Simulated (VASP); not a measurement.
# TaN in VASP: a series of runs

Runs on TaN. Level: PBEsol. Tasks: single point.

Program: VASP 6.6.1. These are calculated values, not measurements. Logs are shortened: lines on timing, memory, paths and dates and some standing lists are left out, and cuts for length are marked.

## (1) The cell of the first run

Symmetry: Fm-3m, No. 225, cubic system. The conventional cell has a = 4.507 Å, b = 4.507 Å, c = 4.507 Å, α = 90.00°, β = 90.00°, γ = 90.00°. Ta (site symmetry m-3m) has 6 N at 2.25 Å within 3.0 Å. N (site symmetry m-3m) has 6 Ta at 2.25 Å within 3.0 Å.

## (2) Single point, PBEsol (equal strain along all axes, cell held: +3.0 %)

INCAR

```
SYSTEM = TaN
PREC     = Accurate       ! precision mode
ENCUT    = 520            ! plane-wave cutoff, eV
EDIFF    = 1E-6           ! SCF threshold, eV
ISMEAR   = 0              ! smearing method
SIGMA    = 0.1            ! smearing width, eV
LREAL    = .False.        ! projectors in reciprocal space
LASPH    = .True.         ! aspherical terms in the spheres
NELM     = 100            ! most SCF steps
ALGO     = Normal         ! electronic algorithm
ISIF     = 2              ! what is computed and relaxed
LWAVE    = .False.        ! write WAVECAR
LCHARG   = .True.         ! write CHGCAR
GGA      = PS             ! functional
LELF     = .True.         ! ELF
LVHAR    = .True.       
NBANDS   = 24             ! bands
```

KPOINTS

```
Automatic mesh
0
Gamma
  16 16 12
  0 0 0
```

POSCAR

```
TaN
1.0
    2.2534800424      2.2534800424      0.0000000000
   -2.2534800424      2.2534800424      0.0000000000
    0.0000000000      0.0000000000      4.5069600849
Ta N
2 2
Direct
    0.5000000000      0.5000000000      0.0000000000
    0.0000000000      0.0000000000      0.5000000000
    0.0000000000      0.0000000000      0.0000000000
    0.5000000000      0.5000000000      0.5000000000
```

Potentials or basis: VASP PAW PBE potentials, release 64 (Ta_pv, N).

Started as:

```console
$ cat potpaw_PBE.64/Ta_pv/POTCAR potpaw_PBE.64/N/POTCAR > POTCAR
$ mpirun -np 1 vasp_std > vasp.out
```

OUTCAR:

```text
SYSTEM = TaN
   PREC = Accurate
   ENCUT = 520
   EDIFF = 1E-6
   ISMEAR = 0
   LREAL = .False.
   LASPH = .True.
   NELM = 100
   ISIF = 2
   GGA = PS

 ion  position               nearest neighbor table
   1  0.500  0.500  0.000-   3 2.25   3 2.25   3 2.25   3 2.25   4 2.25   4 2.25   2 3.19   2 3.19
                             2 3.19   2 3.19   2 3.19   2 3.19   2 3.19   2 3.19
   2  0.000  0.000  0.500-   4 2.25   4 2.25   4 2.25   4 2.25   3 2.25   3 2.25   1 3.19   1 3.19
                             1 3.19   1 3.19   1 3.19   1 3.19   1 3.19   1 3.19
   3  0.000  0.000  0.000-   1 2.25   1 2.25   1 2.25   1 2.25   2 2.25   2 2.25
   4  0.500  0.500  0.500-   2 2.25   2 2.25   2 2.25   2 2.25   1 2.25   1 2.25

  LATTYP: Found a simple tetragonal cell.
 ALAT       =     3.1869020385
 C/A-ratio  =     1.4142135624

  Lattice vectors:

 A1 = (   2.2534800424,   2.2534800424,   0.0000000000)
 A2 = (  -2.2534800424,   2.2534800424,   0.0000000000)
 A3 = (   0.0000000000,   0.0000000000,   4.5069600849)

Analysis of symmetry for initial positions (statically):
=====================================================================
 Subroutine PRICEL returns following result:

  LATTYP: Found a face centered cubic cell.
 ALAT       =     4.5069600848

  Lattice vectors:

 A1 = (   0.0000000000,  -2.2534800424,  -2.2534800424)
 A2 = (   2.2534800424,   0.0000000000,  -2.2534800425)
 A3 = (   2.2534800424,  -2.2534800424,   0.0000000000)

   2 primitive cells build up your supercell.

 Routine SETGRP: Setting up the symmetry group for a
 simple tetragonal supercell.

 Subroutine GETGRP returns: Found 16 space group operations
 (whereof 16 operations were pure point group operations)
 out of a pool of 16 trial point group operations.

The static configuration has the point symmetry D_4h.

Analysis of symmetry for dynamics (positions and initial velocities):
=====================================================================
 Subroutine PRICEL returns following result:

  LATTYP: Found a face centered cubic cell.
 ALAT       =     4.5069600848

  Lattice vectors:

 A1 = (   0.0000000000,  -2.2534800424,  -2.2534800424)
 A2 = (   2.2534800424,   0.0000000000,  -2.2534800425)
 A3 = (   2.2534800424,  -2.2534800424,   0.0000000000)

   2 primitive cells build up your supercell.

 Routine SETGRP: Setting up the symmetry group for a
 simple tetragonal supercell.

 Subroutine GETGRP returns: Found 16 space group operations
 (whereof 16 operations were pure point group operations)
 out of a pool of 16 trial point group operations.

The dynamic configuration has the point symmetry D_4h.

 Subroutine INISYM returns: Found 16 space group operations
 (whereof 16 operations are pure point group operations),
 and found     2 'primitive' translations

----------------------------------------------------------------------------------------

                                     Primitive cell

  volume of cell :      22.8871

  direct lattice vectors                    reciprocal lattice vectors
     0.000000000 -2.253480042 -2.253480042    -0.221879045 -0.221879045 -0.221879045
     2.253480042  0.000000000 -2.253480042     0.221879045  0.221879045 -0.221879045
     2.253480042 -2.253480042  0.000000000     0.221879045 -0.221879045  0.221879045

  length of vectors
     3.186902039  3.186902039  3.186902038     0.384305779  0.384305779  0.384305779

  position of ions in fractional coordinates (direct lattice)
     0.500000000  0.500000000  0.500000000
     0.000000000  1.000000000  0.000000000

  ion indices of the primitive-cell ions
   primitive index   ion index
                 1           1
                 2           4

----------------------------------------------------------------------------------------

 KPOINTS: Automatic mesh

Automatic generation of k-mesh.
 Grid dimensions read from file:
 generate k-points for:   16   16   12

 Generating k-lattice:

  Cartesian coordinates                     Fractional coordinates (reciprocal lattice)
     0.013867440  0.013867440  0.000000000     0.062500000  0.000000000  0.000000000
    -0.013867440  0.013867440  0.000000000     0.000000000  0.062500000  0.000000000
     0.000000000  0.000000000  0.018489920     0.000000000  0.000000000  0.083333333

  Length of vectors
     0.019611522  0.019611522  0.018489920

  Shift w.r.t. Gamma in fractional coordinates (k-lattice)
     0.000000000  0.000000000  0.000000000

 Subroutine IBZKPT returns following result:
 ===========================================

 Found    315 irreducible k-points:

 Following reciprocal coordinates:
            Coordinates               Weight
  0.000000  0.000000  0.000000      1.000000
  0.062500  0.000000  0.000000      4.000000
  0.125000  0.000000  0.000000      4.000000
  0.187500  0.000000  0.000000      4.000000
  0.250000  0.000000  0.000000      4.000000
  0.312500  0.000000  0.000000      4.000000
[... 16 lines left out ...]
  0.437500  0.125000  0.000000      8.000000
  0.500000  0.125000  0.000000      4.000000
 [... further k-points ...]
   k-points           NKPTS =    315   k-points in BZ     NKDIM =    315   number of bands    NBANDS=     24
   number of dos      NEDOS =    301   number of ions     NIONS =      4
   total plane-waves  NPLWV =  20736
   dimension x,y,z NGX =    24 NGY =   24 NGZ =   36
   dimension x,y,z NGXF=    48 NGYF=   48 NGZF=   72
   ions per type =               2   2
   NGX,Y,Z   is equivalent  to a cutoff of  12.52, 12.52, 13.28 a.u.
   NGXF,Y,Z  is equivalent  to a cutoff of  25.04, 25.04, 26.56 a.u.
 SYSTEM =  TaN
   PREC   = accura    normal or accurate (medium, high low for compatibility)
   ISTART =      0    job   : 0-new  1-cont  2-samecut
   ICHARG =      2    charge: 1-file 2-atom 10-const
   ISPIN  =      1    spin polarized calculation?
   LNONCOLLINEAR =      F non collinear calculations
   LSORBIT =      F    spin-orbit coupling
   LASPH  =      T    aspherical Exc in radial PAW
   ENCUT  =  520.0 eV  38.22 Ry    6.18 a.u.   5.93  5.93  8.38*2*pi/ulx,y,z
   NELM   =    100;   NELMIN=  2; NELMDL= -5     # of ELM steps
   EDIFF  = 0.1E-05   stopping-criterion for ELM
   LREAL  =      F    real-space projection
   EDIFFG = 0.1E-04   stopping-criterion for IOM
   NSW    =      0    number of steps for IOM
   IBRION =     -1    ionic relax: 0-MD 1-quasi-New 2-CG
   NFREE  =      0    steps in history (QN), initial steepest desc. (CG)
   ISIF   =      2    stress and relaxation
   ISYM   =      2    0-nonsym 1-usesym 2-fastsym
   POTIM  = 0.5000    time-step for ionic-motion
   TEBEG  =    0.0;   TEEND  =   0.0 temperature during run
   PSTRESS=    0.0 pullay stress
   NELECT =      32.0000    total number of electrons
   NUPDOWN=      -1.0000    fix difference up-down
   EMIN   =  10.00;   EMAX   =-10.00  energy-range for DOS
   EFERMI =   0.00;   METHOD = LEGACY
   ISMEAR =     0;   SIGMA  =   0.10  broadening in eV -4-tet -1-fermi 0-gaus
   EFERMI_NEDOS =   21; number of points for ismear=-14 and -15
   IALGO  =     38    algorithm
   IMIX   =      4    mixing-type and parameters
     AMIX     =   0.40;   BMIX     =  1.00
     AMIX_MAG =   1.60;   BMIX_MAG =  1.00
  volume/ion in A,a.u.               =      11.44        77.22
  Fermi-wavevector in a.u.,A,eV,Ry     =   1.452951  2.745680 28.722824  2.111068
  Thomas-Fermi vector in A             =   2.570274
   LORBIT       =      0    0 simple, 1 ext, 2 COOP (PROOUT), +10 PAW based schemes
   GGA     = PS    functional components
   LHFCALC =     F    Hartree Fock is set to
   AEXX    =    0.0000 exact exchange contribution
   IVDW    =     0    specifies the selected vdW correction
   LEPSILON=     F    determine dielectric tensor
   LRPA    =     F    only Hartree local field effects (RPA)
 non-spin polarized calculation
 Gauss-broadening in eV      SIGMA  =   0.10
  energy-cutoff  :      520.00
  volume of cell :       45.77
 maximum number of plane-waves:      1272
 NGX is ok and might be reduce to    24
   NGX = 11   NGY = 11   NGZ = 17

 number of electron      31.9999988 magnetization

 Free energy of the ion-electron system (eV)
  ---------------------------------------------------
  ext. energy  EPLUGINS =         0.00000000
  ---------------------------------------------------
  free energy    TOTEN  =       -46.10587768 eV

  energy without entropy =      -46.09518678  energy(sigma->0) =      -46.10053223

 E-fermi :   8.5433     XC(G=0): -13.1884

 val. band max:        8.5418052022   @ k =   0.5000   0.3750   0.5000
 cond. band min:       8.5446983740   @ k =   0.3750   0.1250   0.0833
 fundamental gap:      0.0028931718
 Fermi energy:         8.5433002986

 k-point     1 :       0.0000    0.0000    0.0000
  band No.  band energies     occupation
      1     -27.8442      2.00000
      2     -27.5069      2.00000
      3     -27.5069      2.00000
      4     -27.2886      2.00000
      5     -27.2880      2.00000
      6     -27.2880      2.00000
[... 16 lines left out ...]
     23      11.7176      0.00000
     24      11.7190      0.00000

 k-point     2 :       0.0625    0.0000    0.0000
  band No.  band energies     occupation
      1     -27.8379      2.00000
      2     -27.5184      2.00000
      3     -27.5032      2.00000
      4     -27.3043      2.00000
      5     -27.2929      2.00000
      6     -27.2885      2.00000
[... 16 lines left out ...]
     23      11.6458      0.00000
     24      11.6601      0.00000

 k-point     3 :       0.1250    0.0000    0.0000
  band No.  band energies     occupation
      1     -27.8193      2.00000
      2     -27.5507      2.00000
      3     -27.4924      2.00000
      4     -27.3507      2.00000
      5     -27.3056      2.00000
      6     -27.2900      2.00000
[... 16 lines left out ...]
     23      11.4457      0.00000
     24      11.4889      0.00000
[... 514 lines left out ...]
 k-point    23 :       0.4375    0.1250    0.0000
  band No.  band energies     occupation
      1     -27.7564      2.00000
      2     -27.7212      2.00000
      3     -27.5860      2.00000
      4     -27.4853      2.00000
      5     -27.4130      2.00000
      6     -27.3717      2.00000
[... 16 lines left out ...]
     23      13.2933      0.00000
     24      14.5130      0.00000

 k-point    24 :       0.5000    0.1250    0.0000
  band No.  band energies     occupation
      1     -27.7515      2.00000
      2     -27.7515      2.00000
      3     -27.5346      2.00000
      4     -27.5346      2.00000
      5     -27.3906      2.00000
      6     -27.3906      2.00000
[... 16 lines left out ...]
     23      14.1342      0.00000
     24      14.1342      0.00000

 [... further k-points ...]

------------------------ aborting loop because EDIFF is reached ----------------------------------------

  FORCE on cell =-STRESS in cart. coord.  units (eV):
  Direction    XX          YY          ZZ          XY          YZ          ZX
  --------------------------------------------------------------------------------------
  -------------------------------------------------------------------------------------
  Total       -7.2587870     -7.2587870     -7.2307590      0.0000000      0.0000000      0.0000000
  in kB     -254.0700639   -254.0700639   -253.0890351      0.0000000      0.0000000      0.0000000
  external PRESSURE =    -253.7430543 kB  Pullay stress =       0.0000000 kB

 VOLUME and BASIS-vectors are now :
 -----------------------------------------------------------------------------
  energy-cutoff  :      520.00
  volume of cell :       45.77
      direct lattice vectors                 reciprocal lattice vectors
     2.253480042  2.253480042  0.000000000     0.221879045  0.221879045  0.000000000
    -2.253480042  2.253480042  0.000000000    -0.221879045  0.221879045  0.000000000
     0.000000000  0.000000000  4.506960085     0.000000000  0.000000000  0.221879045

 POSITION                                       TOTAL-FORCE (eV/Angst)
 -----------------------------------------------------------------------------------
      0.00000      2.25348      0.00000        -0.000000     -0.000000      0.000000
      0.00000      0.00000      2.25348        -0.000000      0.000000     -0.000000
      0.00000      0.00000      0.00000         0.000000     -0.000000     -0.000000
      0.00000      2.25348      2.25348         0.000000     -0.000000     -0.000000
 -----------------------------------------------------------------------------------
    total drift:                                0.000000     -0.000000     -0.000000

  FREE ENERGIE OF THE ION-ELECTRON SYSTEM (eV)
  ---------------------------------------------------
  free  energy   TOTEN  =       -46.1058776830 eV

  energy  without entropy=      -46.0951867821  energy(sigma->0) =      -46.10053223
```

It took 2.3 min on 1 thread of AMD EPYC 9R45 (Zen 5), shared host; peak memory 0.36 GiB.

What came out:

```yaml
Free_energy: -46.1059 eV
Pressure: -25.4 GPa
Band_gap_on_the_k_mesh: zero (bands 16 and 17 overlap by 3.62 eV)
```

Caveat: the cell differs from its parent crystal (equal strain along all axes, cell held: +3.0 %); the cell stands under tension; the PAW data sets were made with another functional, which shifts forces and pressure a little; spin-orbit coupling is left out, which moves the levels of the heavy elements.

## (3) Single point, PBEsol (equal strain along all axes, cell held: +4.5 %)

INCAR

```
SYSTEM = TaN
PREC = Accurate
ENCUT = 520
EDIFF = 1E-6
ISMEAR = 0
SIGMA = 0.1
LREAL = .False.
LASPH = .True.
NELM = 80
ALGO = Normal
ISIF = 2
LWAVE = .False.
LCHARG = .False.
GGA = PS
NBANDS = 24
```

KPOINTS

```
regular mesh
0
Gamma
  16 16 12
  0 0 0
```

POSCAR

```
TaN
1.0
    2.2862977130      2.2862977130      0.0000000000
   -2.2862977130      2.2862977130      0.0000000000
    0.0000000000      0.0000000000      4.5725954259
Ta N
2 2
Direct
    0.5000000000      0.5000000000      0.0000000000
    0.0000000000      0.0000000000      0.5000000000
    0.0000000000      0.0000000000      0.0000000000
    0.5000000000      0.5000000000      0.5000000000
```

Potentials or basis: VASP PAW PBE potentials, release 64 (Ta_pv, N).

Started as:

```console
$ cat potpaw_PBE.64/Ta_pv/POTCAR potpaw_PBE.64/N/POTCAR > POTCAR
$ mpirun -np 1 vasp_std > vasp.out
```

It took 2.1 min on 1 thread of AMD EPYC 9R45 (Zen 5), shared host; peak memory 0.37 GiB.

The run converged. Its results:

* Free energy: -45.7250 eV
* Pressure: -34.6 GPa
* Band gap on the k mesh: zero (bands 16 and 17 overlap by 3.39 eV)

Levels at points of the mesh, in eV from the Fermi level:
```
           k point  band 12  band 13  band 14  band 15  band 16  band 17  band 18  band 19  band 20  band 21
(0.00, 0.00, 0.00)    -4.30    -3.44    -3.44    -3.44    -1.81    -1.81    -1.81     0.02     0.02     0.62
(0.50, 0.00, 0.00)    -6.44    -6.06    -6.06     0.37     0.37     0.59     0.59     1.42     1.42     2.30
(0.50, 0.50, 0.00)    -4.72    -4.30    -4.30    -4.30    -4.30     1.75     1.75     2.96     2.96     2.96
(0.00, 0.00, 0.50)    -4.45    -4.45    -4.45    -3.52    -3.52     0.81     0.81     1.40     1.40     1.40
(0.50, 0.00, 0.50)    -6.74    -6.74    -6.74     1.58     1.58     1.58     1.58     1.68     1.68     3.46
(0.50, 0.50, 0.50)    -6.28    -6.28    -6.28    -0.13    -0.13    -0.13    -0.13     2.97     2.97     3.17
```

Caveat: the cell differs from its parent crystal (equal strain along all axes, cell held: +4.5 %); the cell stands under tension; the PAW data sets were made with another functional, which shifts forces and pressure a little; spin-orbit coupling is left out, which moves the levels of the heavy elements.

## (4) Single point, PBEsol (strain along c alone, the other axes held: +4.5 %)

INCAR

```
PREC     = Accurate       # precision mode
ENCUT    = 520            # plane-wave cutoff, eV
EDIFF    = 1E-7           # SCF threshold, eV
ISMEAR   = 0              # smearing method
SIGMA    = 0.1            # smearing width, eV
LREAL    = F              # projectors in reciprocal space
LASPH    = T              # aspherical terms in the spheres
NELM     = 80             # most SCF steps
ALGO     = Normal         # electronic algorithm
ISIF     = 2              # what is computed and relaxed
LWAVE    = F              # write WAVECAR
LCHARG   = F              # write CHGCAR
GGA      = PS             # functional
NBANDS   = 24             # bands
```

KPOINTS

```
regular mesh
0
Gamma
  16 16 12
```

Changes to POSCAR since step 3:

```diff
@@ -2,4 +2,4 @@
 1.0
-    2.2862977130      2.2862977130      0.0000000000
-   -2.2862977130      2.2862977130      0.0000000000
+    2.1878447014      2.1878447014      0.0000000000
+   -2.1878447014      2.1878447014      0.0000000000
     0.0000000000      0.0000000000      4.5725954259
```

Started as:

```console
$ cat potpaw_PBE.64/Ta_pv/POTCAR potpaw_PBE.64/N/POTCAR > POTCAR
$ mpirun -np 1 vasp_std > vasp.out
```

Run time: 1.7 min. Hardware: 1 thread of AMD EPYC 9R45 (Zen 5), shared host; peak memory 0.35 GiB.

It converged, with:

```yaml
Free_energy: -46.2774 eV
Pressure: -11.9 GPa
Band_gap_on_the_k_mesh: zero (bands 16 and 17 overlap by 3.55 eV)
```

Stress tensor (GPa, compression positive):
```
 -6.14   0.00   0.00
  0.00  -6.14   0.00
  0.00   0.00 -23.51
```

Levels at points of the mesh, in eV from the Fermi level:
```
           k point  band 13  band 14  band 15  band 16  band 17  band 18  band 19  band 20
(0.00, 0.00, 0.00)    -3.80    -3.65    -3.65    -2.37    -1.84    -1.84    -0.58     0.33
(0.50, 0.00, 0.00)    -6.75    -6.75     0.59     0.59     0.89     0.89     1.56     1.56
(0.50, 0.50, 0.00)    -4.66    -4.66    -4.53    -4.53     1.90     1.90     3.12     3.12
(0.00, 0.00, 0.50)    -4.54    -4.54    -4.05    -4.05     1.10     1.10     1.39     1.39
(0.50, 0.00, 0.50)    -7.37    -7.37     1.71     1.71     1.88     1.88     2.09     2.09
(0.50, 0.50, 0.50)    -6.46    -6.46    -0.57    -0.57    -0.57    -0.57     3.72     3.72
```

Caveat: the cell differs from its parent crystal (strain along c alone, the other axes held: +4.5 %); the stress differs along the axes, from -24 to -6 GPa; the PAW data sets were made with another functional, which shifts forces and pressure a little; spin-orbit coupling is left out, which moves the levels of the heavy elements.

## (5) The runs side by side

```csv
cell,gap on the mesh (eV),pressure (GPa)
"a = 3.187, b = 3.187, c = 4.507 Å, 4 atoms",none,-25.4
"a = 3.233, b = 3.233, c = 4.573 Å, 4 atoms",none,-34.6
"a = 3.094, b = 3.094, c = 4.573 Å, 4 atoms",none,-11.9
```

Alike in all rows: task single point; level PBEsol; potentials or basis VASP PAW PBE potentials, release 64 (Ta_pv, N); no spin polarisation; k mesh 16 × 16 × 12; cutoff (eV) 520; smearing gaussian 0.1 eV.

Caveats: the PAW data sets were made with another functional, which shifts forces and pressure a little; spin-orbit coupling is left out, which moves the levels of the heavy elements; the cell stands under tension (at least some runs); the stress differs along the axes, from -24 to -6 GPa (at least some runs).

Total energies depend on the potentials used, so only differences within one code and one set of settings carry meaning.
